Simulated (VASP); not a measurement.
# Si3N4 (Fd-3m) in VASP: a series of runs

Runs on Si3N4. Level: LDA. Tasks: single point, relaxation of cell and atoms.

Everything below comes from runs of VASP 6.6.1. Logs are shortened: lines on timing, memory, paths and dates and some standing lists are left out, and cuts for length are marked.

**The experiment to reproduce.**

From “Photoluminescence and electronic transitions in cubic silicon nitride”, 2016, pmc:4698759, for a powder of Si3N4: band gap 4.3 ± 0.25 eV (optical).

The results are compared with them further down.

## Step 1: The cell of the first run

It takes space group Fd-3m (No. 227, cubic). The conventional cell has a = 7.691 Å, b = 7.691 Å, c = 7.691 Å, α = 90.00°, β = 90.00°, γ = 90.00°. Si (site symmetry -3m) has 6 N at 1.87 Å within 2.5 Å. Within 2.3 Å of Si (site symmetry -43m) lie 4 N at 1.76 Å. Within 2.3 Å of N (site symmetry 3m) lie 4 Si at 1.76 to 1.87 Å.

## Step 2: Single point, LDA

Input file INCAR:

```
SYSTEM = Si3N4
PREC = Accurate
ENCUT = 520
EDIFF = 1E-6
ISMEAR = 0
SIGMA = 0.01
LREAL = .FALSE.
LASPH = .TRUE.
NELM = 60
ALGO = Normal
ISIF = 2
LWAVE = .FALSE.
LCHARG = .TRUE.
LELF = .TRUE.
LVHAR = .TRUE.
NBANDS = 45
```

Input file KPOINTS:

```
regular mesh
0
G
  6 6 6
  0 0 0
```

Input file POSCAR:

```
Si3N4
1.0
    0.0000000000      3.8456062395      3.8456062395
    3.8456062395      0.0000000000      3.8456062395
    3.8456062395      3.8456062395      0.0000000000
Si N
6 8
Direct
    0.6250000000      0.6250000000      0.6250000000
    0.1250000000      0.6250000000      0.6250000000
    0.6250000000      0.6250000000      0.1250000000
    0.6250000000      0.1250000000      0.6250000000
    0.0000000000      0.0000000000      0.0000000000
    0.2500000000      0.2500000000      0.2500000000
    0.3824327818      0.3824327818      0.3824327818
    0.3972983454      0.8675672182      0.8675672182
    0.3824327818      0.3824327818      0.8527016546
    0.8675672182      0.3972983454      0.8675672182
    0.8527016546      0.3824327818      0.3824327818
    0.8675672182      0.8675672182      0.8675672182
    0.3824327818      0.8527016546      0.3824327818
    0.8675672182      0.8675672182      0.3972983454
```

Potentials or basis: VASP PAW LDA potentials, release 64 (Si, N).

Run with:

```
$ cat potpaw_LDA.64/Si/POTCAR potpaw_LDA.64/N/POTCAR > POTCAR
$ mpirun -np 1 vasp_std > vasp.out
```

OUTCAR:

```text
SYSTEM = Si3N4
   PREC = Accurate
   ENCUT = 520
   EDIFF = 1E-6
   ISMEAR = 0
   LREAL = .FALSE.
   LASPH = .TRUE.
   NELM = 60
   ISIF = 2

 ion  position               nearest neighbor table
   1  0.625  0.625  0.625-   8 1.87   9 1.87  10 1.87  11 1.87  13 1.87  14 1.87   2 2.72   3 2.72
                             4 2.72   3 2.72   4 2.72   2 2.72
   2  0.125  0.625  0.625-   9 1.87  14 1.87  13 1.87  10 1.87   7 1.87  12 1.87   1 2.72   3 2.72
                             4 2.72   1 2.72   3 2.72   4 2.72
   3  0.625  0.625  0.125-   8 1.87  10 1.87  11 1.87  13 1.87  12 1.87   7 1.87   1 2.72   1 2.72
                             2 2.72   4 2.72   4 2.72   2 2.72
   4  0.625  0.125  0.625-   9 1.87  14 1.87  11 1.87   8 1.87  12 1.87   7 1.87   1 2.72   3 2.72
                             1 2.72   2 2.72   3 2.72   2 2.72
   5  0.000  0.000  0.000-  12 1.76  10 1.76   8 1.76  14 1.76
   6  0.250  0.250  0.250-   7 1.76   9 1.76  11 1.76  13 1.76
   7  0.382  0.382  0.382-   6 1.76   4 1.87   2 1.87   3 1.87
   8  0.397  0.868  0.868-   5 1.76   3 1.87   4 1.87   1 1.87
   9  0.382  0.382  0.853-   6 1.76   4 1.87   2 1.87   1 1.87
  10  0.868  0.397  0.868-   5 1.76   3 1.87   2 1.87   1 1.87
  11  0.853  0.382  0.382-   6 1.76   3 1.87   4 1.87   1 1.87
  12  0.868  0.868  0.868-   5 1.76   4 1.87   2 1.87   3 1.87
  13  0.382  0.853  0.382-   6 1.76   3 1.87   2 1.87   1 1.87
  14  0.868  0.868  0.397-   5 1.76   4 1.87   2 1.87   1 1.87

  LATTYP: Found a face centered cubic cell.
 ALAT       =     7.6912124790

  Lattice vectors:

 A1 = (   0.0000000000,   3.8456062395,   3.8456062395)
 A2 = (   3.8456062395,   0.0000000000,   3.8456062395)
 A3 = (   3.8456062395,   3.8456062395,   0.0000000000)

Analysis of symmetry for initial positions (statically):
=====================================================================
 Subroutine PRICEL returns:
 Original cell was already a primitive cell.

 Routine SETGRP: Setting up the symmetry group for a
 face centered cubic supercell.

 Subroutine GETGRP returns: Found 48 space group operations
 (whereof 24 operations were pure point group operations)
 out of a pool of 48 trial point group operations.

The static configuration has the point symmetry T_d .
 The point group associated with its full space group is O_h .

Analysis of symmetry for dynamics (positions and initial velocities):
=====================================================================
 Subroutine PRICEL returns:
 Original cell was already a primitive cell.

 Routine SETGRP: Setting up the symmetry group for a
 face centered cubic supercell.

 Subroutine GETGRP returns: Found 48 space group operations
 (whereof 24 operations were pure point group operations)
 out of a pool of 48 trial point group operations.

The dynamic configuration has the point symmetry T_d .
 The point group associated with its full space group is O_h .

 Subroutine INISYM returns: Found 48 space group operations
 (whereof 24 operations are pure point group operations),
 and found     1 'primitive' translations

----------------------------------------------------------------------------------------

                                     Primitive cell

  volume of cell :     113.7429

  direct lattice vectors                    reciprocal lattice vectors
     0.000000000  3.845606239  3.845606239    -0.130018512  0.130018512  0.130018512
     3.845606239  0.000000000  3.845606239     0.130018512 -0.130018512  0.130018512
     3.845606239  3.845606239  0.000000000     0.130018512  0.130018512 -0.130018512

  length of vectors
     5.438508499  5.438508499  5.438508499     0.225198668  0.225198668  0.225198668

  position of ions in fractional coordinates (direct lattice)
     0.625000000  0.625000000  0.625000000
     0.125000000  0.625000000  0.625000000
     0.625000000  0.625000000  0.125000000
     0.625000000  0.125000000  0.625000000
     0.000000000  0.000000000  0.000000000
     0.250000000  0.250000000  0.250000000
     0.382432782  0.382432782  0.382432782
     0.397298345  0.867567218  0.867567218
     0.382432782  0.382432782  0.852701655
     0.867567218  0.397298345  0.867567218
     0.852701655  0.382432782  0.382432782
     0.867567218  0.867567218  0.867567218
     0.382432782  0.852701655  0.382432782
     0.867567218  0.867567218  0.397298345

  ion indices of the primitive-cell ions
   primitive index   ion index
                 1           1
                 2           2
[... 27 lines left out ...]

  Length of vectors
     0.037533111  0.037533111  0.037533111

  Shift w.r.t. Gamma in fractional coordinates (k-lattice)
     0.000000000  0.000000000  0.000000000

 Subroutine IBZKPT returns following result:
 ===========================================

 Found     16 irreducible k-points:

 Following reciprocal coordinates:
            Coordinates               Weight
  0.000000  0.000000  0.000000      1.000000
  0.166667  0.000000  0.000000      8.000000
  0.333333  0.000000  0.000000      8.000000
  0.500000  0.000000  0.000000      4.000000
  0.166667  0.166667  0.000000      6.000000
  0.333333  0.166667  0.000000     24.000000
[... 8 lines left out ...]
 -0.333333  0.333333  0.166667     24.000000
 -0.333333  0.500000  0.166667     12.000000
   k-points           NKPTS =     16   k-points in BZ     NKDIM =     16   number of bands    NBANDS=     45
   number of dos      NEDOS =    301   number of ions     NIONS =     14
   total plane-waves  NPLWV =  64000
   dimension x,y,z NGX =    40 NGY =   40 NGZ =   40
   dimension x,y,z NGXF=    80 NGYF=   80 NGZF=   80
   ions per type =               6   8
   NGX,Y,Z   is equivalent  to a cutoff of  12.23, 12.23, 12.23 a.u.
   NGXF,Y,Z  is equivalent  to a cutoff of  24.45, 24.45, 24.45 a.u.
 SYSTEM =  Si3N4
   PREC   = accura    normal or accurate (medium, high low for compatibility)
   ISTART =      0    job   : 0-new  1-cont  2-samecut
   ICHARG =      2    charge: 1-file 2-atom 10-const
   ISPIN  =      1    spin polarized calculation?
   LNONCOLLINEAR =      F non collinear calculations
   LSORBIT =      F    spin-orbit coupling
   LASPH  =      T    aspherical Exc in radial PAW
   ENCUT  =  520.0 eV  38.22 Ry    6.18 a.u.  10.11 10.11 10.11*2*pi/ulx,y,z
   NELM   =     60;   NELMIN=  2; NELMDL= -5     # of ELM steps
   EDIFF  = 0.1E-05   stopping-criterion for ELM
   LREAL  =      F    real-space projection
   EDIFFG = 0.1E-04   stopping-criterion for IOM
   NSW    =      0    number of steps for IOM
   IBRION =     -1    ionic relax: 0-MD 1-quasi-New 2-CG
   NFREE  =      0    steps in history (QN), initial steepest desc. (CG)
   ISIF   =      2    stress and relaxation
   ISYM   =      2    0-nonsym 1-usesym 2-fastsym
   POTIM  = 0.5000    time-step for ionic-motion
   TEBEG  =    0.0;   TEEND  =   0.0 temperature during run
   PSTRESS=    0.0 pullay stress
   NELECT =      64.0000    total number of electrons
   NUPDOWN=      -1.0000    fix difference up-down
   EMIN   =  10.00;   EMAX   =-10.00  energy-range for DOS
   EFERMI =   0.00;   METHOD = LEGACY
   ISMEAR =     0;   SIGMA  =   0.01  broadening in eV -4-tet -1-fermi 0-gaus
   EFERMI_NEDOS =   21; number of points for ismear=-14 and -15
   IALGO  =     38    algorithm
   IMIX   =      4    mixing-type and parameters
     AMIX     =   0.40;   BMIX     =  1.00
     AMIX_MAG =   1.60;   BMIX_MAG =  1.00
  volume/ion in A,a.u.               =       8.12        54.83
  Fermi-wavevector in a.u.,A,eV,Ry     =   1.351533  2.554027 24.852968  1.826642
  Thomas-Fermi vector in A             =   2.478947
   LORBIT       =      0    0 simple, 1 ext, 2 COOP (PROOUT), +10 PAW based schemes
   GGA     = CA    functional components
   LHFCALC =     F    Hartree Fock is set to
   AEXX    =    0.0000 exact exchange contribution
   IVDW    =     0    specifies the selected vdW correction
   LEPSILON=     F    determine dielectric tensor
   LRPA    =     F    only Hartree local field effects (RPA)
 non-spin polarized calculation
 Gauss-broadening in eV      SIGMA  =   0.01
  energy-cutoff  :      520.00
  volume of cell :      113.74
 maximum number of plane-waves:      3119
   NGX = 21   NGY = 21   NGZ = 21

 number of electron      64.0000004 magnetization

 Free energy of the ion-electron system (eV)
  ---------------------------------------------------
  ext. energy  EPLUGINS =         0.00000000
  ---------------------------------------------------
  free energy    TOTEN  =      -125.55856797 eV

  energy without entropy =     -125.55856797  energy(sigma->0) =     -125.55856797

 E-fermi :   9.5746     XC(G=0): -12.6726

 val. band max:        9.4929810175   @ k =  -0.1667   0.1667   0.0000
 cond. band min:      12.8424548307   @ k =   0.0000   0.0000   0.0000
 fundamental gap:      3.3494738132
 Fermi energy:         9.5746195784

 k-point     1 :       0.0000    0.0000    0.0000
  band No.  band energies     occupation
      1      -9.5212      2.00000
      2      -6.0365      2.00000
      3      -5.0612      2.00000
      4      -5.0612      2.00000
      5      -5.0612      2.00000
      6      -4.0147      2.00000
[... 741 lines left out ...]
     43      19.4329      0.00000
     44      19.4329      0.00000
 [bands above 44 left out]

------------------------ aborting loop because EDIFF is reached ----------------------------------------

  FORCE on cell =-STRESS in cart. coord.  units (eV):
  Direction    XX          YY          ZZ          XY          YZ          ZX
  --------------------------------------------------------------------------------------
  -------------------------------------------------------------------------------------
  Total        0.4924170      0.4924170      0.4924170     -0.0000000      0.0000000      0.0000000
  in kB        6.9361610      6.9361610      6.9361610     -0.0000000      0.0000000      0.0000000
  external PRESSURE =       6.9361610 kB  Pullay stress =       0.0000000 kB

 VOLUME and BASIS-vectors are now :
 -----------------------------------------------------------------------------
  energy-cutoff  :      520.00
  volume of cell :      113.74
      direct lattice vectors                 reciprocal lattice vectors
     0.000000000  3.845606239  3.845606239    -0.130018512  0.130018512  0.130018512
     3.845606239  0.000000000  3.845606239     0.130018512 -0.130018512  0.130018512
     3.845606239  3.845606239  0.000000000     0.130018512  0.130018512 -0.130018512

 POSITION                                       TOTAL-FORCE (eV/Angst)
 -----------------------------------------------------------------------------------
      4.80701      4.80701      4.80701        -0.000000     -0.000000     -0.000000
      4.80701      2.88420      2.88420        -0.000000     -0.000000     -0.000000
      2.88420      2.88420      4.80701        -0.000000     -0.000000     -0.000000
      2.88420      4.80701      2.88420        -0.000000     -0.000000     -0.000000
      0.00000      0.00000      0.00000        -0.000000     -0.000000     -0.000000
      1.92280      1.92280      1.92280        -0.000000     -0.000000     -0.000000
      2.94137      2.94137      2.94137        -0.008892     -0.008892     -0.008892
      6.67264      4.86417      4.86417         0.008892     -0.008892     -0.008892
      4.74984      4.74984      2.94137         0.008892      0.008892     -0.008892
      4.86417      6.67264      4.86417        -0.008892      0.008892     -0.008892
      2.94137      4.74984      4.74984        -0.008892      0.008892      0.008892
      6.67264      6.67264      6.67264         0.008892      0.008892      0.008892
      4.74984      2.94137      4.74984         0.008892     -0.008892      0.008892
      4.86417      4.86417      6.67264        -0.008892     -0.008892      0.008892
 -----------------------------------------------------------------------------------
    total drift:                                0.000000      0.000000      0.000000

  FREE ENERGIE OF THE ION-ELECTRON SYSTEM (eV)
  ---------------------------------------------------
  free  energy   TOTEN  =      -125.5585679708 eV

  energy  without entropy=     -125.5585679708  energy(sigma->0) =     -125.55856797
```

Run time: 1.8 min. Hardware: 1 thread of Intel Xeon Platinum 8259CL at 2.50GHz (Skylake/Cascade Lake), shared host; peak memory 0.21 GiB.

Results:

- Free energy: -125.5586 eV
- Pressure: 0.7 GPa
- Largest force: 0.015 eV/Å
- Band gap on the k mesh: 3.35 eV (least direct gap 3.38 eV)

Forces on the atoms (eV/Å):
```
Si   0.000  0.000  0.000
Si   0.000  0.000  0.000
Si   0.000  0.000  0.000
Si   0.000  0.000  0.000
Si   0.000  0.000  0.000
Si   0.000  0.000  0.000
N   -0.009 -0.009 -0.009
N    0.009 -0.009 -0.009
N    0.009  0.009 -0.009
N   -0.009  0.009 -0.009
N   -0.009  0.009  0.009
N    0.009  0.009  0.009
N    0.009 -0.009  0.009
N   -0.009 -0.009  0.009
```

## Step 3: Relaxation of cell and atoms, LDA

This run uses another cell than the first one, of 8.08 Å³/atom.

Input file INCAR:

```
  PREC = Accurate
  ENCUT = 600
  EDIFF = 1E-6
  ISMEAR = 0
  SIGMA = 0.01
  LREAL = False
  LASPH = True
  NELM = 60
  ALGO = Normal
  ISIF = 3
  LWAVE = False
  LCHARG = False
  GGA = CA
  IBRION = 2
  NSW = 80
  EDIFFG = -0.002
```

Input file KPOINTS:

```
regular mesh
0
Gamma
  6 6 6
```

Input file POSCAR:

```
Si3N4
1.0
    0.0000000000      3.8382500000      3.8382500000
    3.8382500000      0.0000000000      3.8382500000
    3.8382500000      3.8382500000      0.0000000000
Si N
6 8
Direct
    0.6250000000      0.6250000000      0.6250000000
    0.1250000000      0.6250000000      0.6250000000
    0.6250000000      0.6250000000      0.1250000000
    0.6250000000      0.1250000000      0.6250000000
    0.0000000000      0.0000000000      0.0000000000
    0.2500000000      0.2500000000      0.2500000000
    0.3824000000      0.3824000000      0.3824000000
    0.3972000000      0.8676000000      0.8676000000
    0.3824000000      0.3824000000      0.8528000000
    0.8676000000      0.3972000000      0.8676000000
    0.8528000000      0.3824000000      0.3824000000
    0.8676000000      0.8676000000      0.8676000000
    0.3824000000      0.8528000000      0.3824000000
    0.8676000000      0.8676000000      0.3972000000
```

Potentials or basis: VASP PAW LDA potentials, release 64 (Si, N).

Run with:

```
$ cat potpaw_LDA.64/Si/POTCAR potpaw_LDA.64/N/POTCAR > POTCAR
$ mpirun -np 1 vasp_std > vasp.out
```

Wall time 6.3 min (1 thread of Intel Xeon Platinum 8259CL at 2.50GHz (Skylake/Cascade Lake), shared host); peak memory 0.28 GiB.

Results (log left out):

- Free energy: -125.5635 eV
- Relaxed volume: 8.14 Å³/atom
- Relaxed cell: a = 5.442 Å, b = 5.442 Å, c = 5.442 Å, α = 60.00°, β = 60.00°, γ = 60.00°
- Space group after relaxing (to 0.1 Å): Fd-3m (No. 227)
- Energy gained by relaxing: 0.5 meV/atom
- Ionic steps: 6
- Pressure after relaxing: 0.0 GPa
- Band gap on the k mesh: 3.34 eV (least direct gap 3.37 eV)

The path:
```
step  energy change (eV)  largest force (eV/Å)  pressure (GPa)  volume (Å³)
   1              0.0000                0.0154            2.47       113.09
   2              0.0063                0.0843           -3.33       115.14
   3             -0.0065                0.0266            0.00       113.94
   4             -0.0065                0.0259            0.05       113.92
   5             -0.0065                0.0279            0.02       113.95
   6             -0.0065                0.0010            0.04       113.93
```

Final structure:
```
Si N
1.0
     0.00000    3.84776    3.84776
     3.84776    0.00000    3.84776
     3.84776    3.84776    0.00000
Si N
6 8
Cartesian
  4.8097 4.8097 4.8097
  4.8097 2.8858 2.8858
  2.8858 2.8858 4.8097
  2.8858 4.8097 2.8858
  0.0000 0.0000 0.0000
  1.9239 1.9239 1.9239
  2.9429 2.9429 2.9429
  6.6765 4.8668 4.8668
  4.7526 4.7526 2.9429
  4.8668 6.6765 4.8668
  2.9429 4.7526 4.7526
  6.6765 6.6765 6.6765
  4.7526 2.9429 4.7526
  4.8668 4.8668 6.6765
```

Levels at points of the mesh, in eV from the valence-band top:
```tsv
k point	band 28	band 29	band 30	band 31	band 32	band 33	band 34	band 35	band 36	band 37
(0.00, 0.00, 0.00)	-0.19	-0.19	-0.03	-0.03	-0.03	3.34	3.34	3.34	5.00	6.42
(0.50, 0.00, 0.00)	-0.88	-0.48	-0.48	-0.37	-0.37	4.94	5.71	5.71	6.42	6.87
(0.50, 0.50, 0.00)	-1.73	-1.15	-1.15	-0.47	-0.47	6.66	6.66	6.95	6.95	7.93
```

## Step 4: How close it comes

Step 2. Against the measured gap of Si3N4, 4.3 eV (optical; powder; quoted in “Photoluminescence and electronic transitions in cubic silicon nitride”, 2016, pmc:4698759), the calculated 3.35 eV is off by -0.95 eV. 2 values of this kind are on record (4.3 to 4.8 eV); this one was drawn at random, those with a stated uncertainty first. The value is that of LDA on a finite k mesh, which can miss the band edges, without temperature or zero-point motion. Semilocal functionals fall short of measured gaps as a rule.
